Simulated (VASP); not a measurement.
# KF (Fm-3m) in VASP: a series of runs, part 2 of 2

VASP 6.6.1.

**5. Single point, PBE**

File INCAR:

```
SYSTEM = KF
PREC = Accurate ; ENCUT = 600
EDIFF = 1E-6 ; ISMEAR = -5
SIGMA = 0.1 ; LREAL = .FALSE.
LASPH = .TRUE. ; NELM = 120
ALGO = Normal ; ISIF = 2
LWAVE = .FALSE. ; LCHARG = .FALSE.
GGA = PE ; NBANDS = 15
GGA_COMPAT = .FALSE.
```

File KPOINTS:

```
Automatic mesh
0
G
  6 6 6
  0 0 0
```

File POSCAR:

```
KF
1.0
    0.0000000000      2.6589605792      2.6589605792
    2.6589605792      0.0000000000      2.6589605792
    2.6589605792      2.6589605792      0.0000000000
K F
1 1
Direct
    0.0000000000      0.0000000000      0.0000000000
    0.5000000000      0.5000000000      0.5000000000
```

Command:

```
$ cat potpaw_PBE.64/K_sv/POTCAR potpaw_PBE.64/F/POTCAR > POTCAR
$ mpirun -np 1 vasp_std > vasp.out
```

Wall time 6.8 s (1 thread of Intel Xeon 6975P-C (Granite Rapids), shared host); peak memory 0.16 GiB.

The run converged. Its results:

| Quantity | Value |
| --- | --- |
| Free energy | -8.2855 eV |
| Pressure | 1.9 GPa |
| Band gap on the k mesh | 6.24 eV, direct |

Levels at points of the mesh, in eV from the valence-band top:
| k point | band 6 | band 7 | band 8 | band 9 | band 10 | band 11 |
| --- | --- | --- | --- | --- | --- | --- |
| (0.00, 0.00, 0.00) | 0.00 | 0.00 | 0.00 | 6.24 | 10.72 | 10.72 |
| (0.50, 0.00, 0.00) | -0.81 | -0.36 | -0.36 | 9.13 | 10.72 | 12.14 |
| (0.50, 0.50, 0.00) | -0.21 | -0.05 | -0.05 | 8.21 | 10.39 | 11.93 |

Expect the measured gap to be larger: semilocal functionals such as PBE lack the derivative discontinuity.

**6. Single point, PBE**

File INCAR:

```
PREC = Accurate
ENCUT = 600
EDIFF = 1E-6
ISMEAR = 1
SIGMA = 0.2
LREAL = False
LASPH = True
NELM = 120
ALGO = Normal
ISIF = 2
LWAVE = False
LCHARG = True
GGA = PE
LELF = True
LVHAR = True
NBANDS = 15
GGA_COMPAT = False
```

File KPOINTS:

```
regular mesh
0
Gamma
  6 6 6
```

POSCAR is that of step 5.

Potentials or basis: VASP PAW PBE potentials, release 64 (K_sv, F).

Command:

```
$ cat potpaw_PBE.64/K_sv/POTCAR potpaw_PBE.64/F/POTCAR > POTCAR
$ mpirun -np 1 vasp_std > vasp.out
```

OUTCAR:

```text
PREC = Accurate
   ENCUT = 600
   EDIFF = 1E-6
   ISMEAR = 1
   LREAL = False
   LASPH = True
   NELM = 120
   ISIF = 2
   GGA = PE

 ion  position               nearest neighbor table
   1  0.000  0.000  0.000-   2 2.66   2 2.66   2 2.66   2 2.66   2 2.66   2 2.66
   2  0.500  0.500  0.500-   1 2.66   1 2.66   1 2.66   1 2.66   1 2.66   1 2.66

  LATTYP: Found a face centered cubic cell.
 ALAT       =     5.3179211584

  Lattice vectors:

 A1 = (   0.0000000000,   2.6589605792,   2.6589605792)
 A2 = (   2.6589605792,   0.0000000000,   2.6589605792)
 A3 = (   2.6589605792,   2.6589605792,   0.0000000000)

Analysis of symmetry for initial positions (statically):
=====================================================================
 Subroutine PRICEL returns:
 Original cell was already a primitive cell.

 Routine SETGRP: Setting up the symmetry group for a
 face centered cubic supercell.

 Subroutine GETGRP returns: Found 48 space group operations
 (whereof 48 operations were pure point group operations)
 out of a pool of 48 trial point group operations.

The static configuration has the point symmetry O_h .

Analysis of symmetry for dynamics (positions and initial velocities):
=====================================================================
 Subroutine PRICEL returns:
 Original cell was already a primitive cell.

 Routine SETGRP: Setting up the symmetry group for a
 face centered cubic supercell.

 Subroutine GETGRP returns: Found 48 space group operations
 (whereof 48 operations were pure point group operations)
 out of a pool of 48 trial point group operations.

The dynamic configuration has the point symmetry O_h .

 Subroutine INISYM returns: Found 48 space group operations
 (whereof 48 operations are pure point group operations),
 and found     1 'primitive' translations

----------------------------------------------------------------------------------------

                                     Primitive cell

  volume of cell :      37.5981

  direct lattice vectors                    reciprocal lattice vectors
[... 108 lines left out ...]
   LRPA    =     F    only Hartree local field effects (RPA)
 non-spin polarized calculation
 Methfessel and Paxton  Order N= 1 SIGMA  =   0.20
  energy-cutoff  :      600.00
  volume of cell :       37.60
 maximum number of plane-waves:      1278
   NGX = 15   NGY = 15   NGZ = 15

 number of electron      16.0000001 magnetization

 Free energy of the ion-electron system (eV)
  ---------------------------------------------------
  ext. energy  EPLUGINS =         0.00000000
  ---------------------------------------------------
  free energy    TOTEN  =        -8.27225841 eV

  energy without entropy =       -8.30052051  energy(sigma->0) =       -8.28167911

 E-fermi :  -2.7351     XC(G=0):  -8.4709

 val. band max:       -2.7770232302   @ k =   0.0000   0.0000   0.0000
 cond. band min:       3.4750674587   @ k =   0.0000   0.0000   0.0000
 fundamental gap:      6.2520906889
 Fermi energy:        -2.7350609408

 k-point     1 :       0.0000    0.0000    0.0000
  band No.  band energies     occupation
      1     -28.8603      2.00000
      2     -21.4426      2.00000
      3     -12.1005      2.00000
      4     -12.1005      2.00000
      5     -12.1005      2.00000
      6      -2.7770      1.34660
      7      -2.7770      1.34659
      8      -2.7770      1.34659
      9       3.4751      0.00000
     10       7.9550      0.00000
     11       7.9550      0.00000
     12       7.9550      0.00000
     13       9.6464      0.00000
     14       9.6464      0.00000
[... 257 lines left out ...]
      2     -21.4820      2.00000
      3     -12.5949      2.00000
      4     -12.4135      2.00000
      5     -12.2232      2.00000
      6      -3.1029      2.02593
      7      -2.9654      2.06909
      8      -2.8927      1.97401
      9       6.2065      0.00000
     10       7.9285      0.00000
     11       8.2589      0.00000
     12      10.8526      0.00000
     13      11.5621      0.00000
     14      12.4488      0.00000
     15      12.6879      0.00000

------------------------ aborting loop because EDIFF is reached ----------------------------------------

  FORCE on cell =-STRESS in cart. coord.  units (eV):
  Direction    XX          YY          ZZ          XY          YZ          ZX
  --------------------------------------------------------------------------------------
  -------------------------------------------------------------------------------------
  Total        0.4312751      0.4312751      0.4312751     -0.0000000     -0.0000000      0.0000000
  in kB       18.3780434     18.3780434     18.3780434     -0.0000000     -0.0000000      0.0000000
  external PRESSURE =      18.3780434 kB  Pullay stress =       0.0000000 kB

 VOLUME and BASIS-vectors are now :
 -----------------------------------------------------------------------------
  energy-cutoff  :      600.00
  volume of cell :       37.60
      direct lattice vectors                 reciprocal lattice vectors
     0.000000000  2.658960579  2.658960579    -0.188043405  0.188043405  0.188043405
     2.658960579  0.000000000  2.658960579     0.188043405 -0.188043405  0.188043405
     2.658960579  2.658960579  0.000000000     0.188043405  0.188043405 -0.188043405

 POSITION                                       TOTAL-FORCE (eV/Angst)
 -----------------------------------------------------------------------------------
      0.00000      0.00000      0.00000         0.000000     -0.000000      0.000000
      2.65896      2.65896      2.65896        -0.000000      0.000000      0.000000
 -----------------------------------------------------------------------------------
    total drift:                                0.000000      0.000000      0.000000

  FREE ENERGIE OF THE ION-ELECTRON SYSTEM (eV)
  ---------------------------------------------------
  free  energy   TOTEN  =        -8.2722584092 eV

  energy  without entropy=       -8.3005205111  energy(sigma->0) =       -8.28167911
```

Wall time 7.5 s (1 thread of Intel Xeon 6975P-C (Granite Rapids), shared host); peak memory 0.17 GiB.

What came out:

```
Free energy            : -8.2723 eV
Pressure               : 1.8 GPa
Band gap on the k mesh : 6.25 eV, direct
```

Levels at points of the mesh, in eV from the valence-band top:
| k point | band 6 | band 7 | band 8 | band 9 | band 10 | band 11 |
| --- | --- | --- | --- | --- | --- | --- |
| (0.00, 0.00, 0.00) | 0.00 | 0.00 | 0.00 | 6.25 | 10.73 | 10.73 |
| (0.50, 0.00, 0.00) | -0.81 | -0.36 | -0.36 | 9.14 | 10.72 | 12.15 |
| (0.50, 0.50, 0.00) | -0.20 | -0.05 | -0.05 | 8.22 | 10.40 | 11.94 |

**7. Overview**

```tsv
smearing	gap on the mesh (eV)	pressure (GPa)
methfessel-paxton 0.001 eV	6.24	1.9
methfessel-paxton 0.5 eV	6.25	1.7
tetrahedron	6.24	1.9
methfessel-paxton 0.2 eV	6.25	1.8
```

Alike in all rows: task single point; level PBE; potentials or basis VASP PAW PBE potentials, release 64 (K_sv, F); no spin polarisation; cell as given; k mesh 6 × 6 × 6; cutoff (eV) 600.

On the cell as given the gap runs from 6.24 eV (PBE) to 6.25 eV (PBE).

Total energies depend on the potentials used, so only differences within one code and one set of settings carry meaning.
